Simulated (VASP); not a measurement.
Set up this calculation in VASP 6.6.1, as the native input.

```
Task                   : single point
Functional             : PBE
Potentials or basis    : VASP PAW PBE potentials, release 64 (Cd, S)
Cutoff                 : 520 eV
k mesh                 : 6 × 6 × 2
Occupations            : gaussian, width 0.1 eV
Spin                   : no spin polarisation
Dipole correction      : no
Further INCAR settings : ALGO = Normal; EDIFF = 1e-07; NBANDS = 26
```

The structure of CdS4 lies in POSCAR:

```
CdS4
1.0
    3.6650922963      0.0000000031      0.0000000000
   -1.8325461509      3.1740630342      0.0000000000
    0.0000000000      0.0000000000      8.3381816051
Cd S
1 4
Direct
    0.0000000000      0.0000000000      0.0000000000
    0.3333333333      0.6666666667      0.8058759382
    0.3333333333      0.6666666667      0.4164780535
    0.6666666667      0.3333333333      0.1941240618
    0.6666666667      0.3333333333      0.5835219465
```

The cell was built from a structure type or drawn by symmetry, and may not be a known phase.

The input as run:

INCAR

```
SYSTEM = CdS4
PREC = Accurate
ENCUT = 520
EDIFF = 1E-7
ISMEAR = 0
SIGMA = 0.1
LREAL = .False.
LASPH = .True.
NELM = 80
ALGO = Normal
ISIF = 2
LWAVE = .False.
LCHARG = .True.
GGA = PE
LELF = .True.
LVHAR = .True.
NBANDS = 26
```

KPOINTS

```
Automatic mesh
0
Gamma
  6 6 2
  0 0 0
```

Potentials or basis: VASP PAW PBE potentials, release 64 (Cd, S).

Command:

```sh
$ cat potpaw_PBE.64/Cd/POTCAR potpaw_PBE.64/S/POTCAR > POTCAR
$ mpirun -np 1 vasp_std > vasp.out
```

Results of the run:

- Pressure: 0.2 GPa
- Largest force: 0.045 eV/Å
- Band gap on the k mesh: zero (bands 18 and 19 overlap by 0.40 eV)

Caveat: the k points lie up to 0.38 Å⁻¹ apart; semilocal functionals underestimate gaps, so a narrow gap can read as zero.

It took 25 s on 1 thread of Intel(R) Xeon(R) 6975P-C (Granite Rapids), with other jobs on the host, peak memory 0.21 GiB.
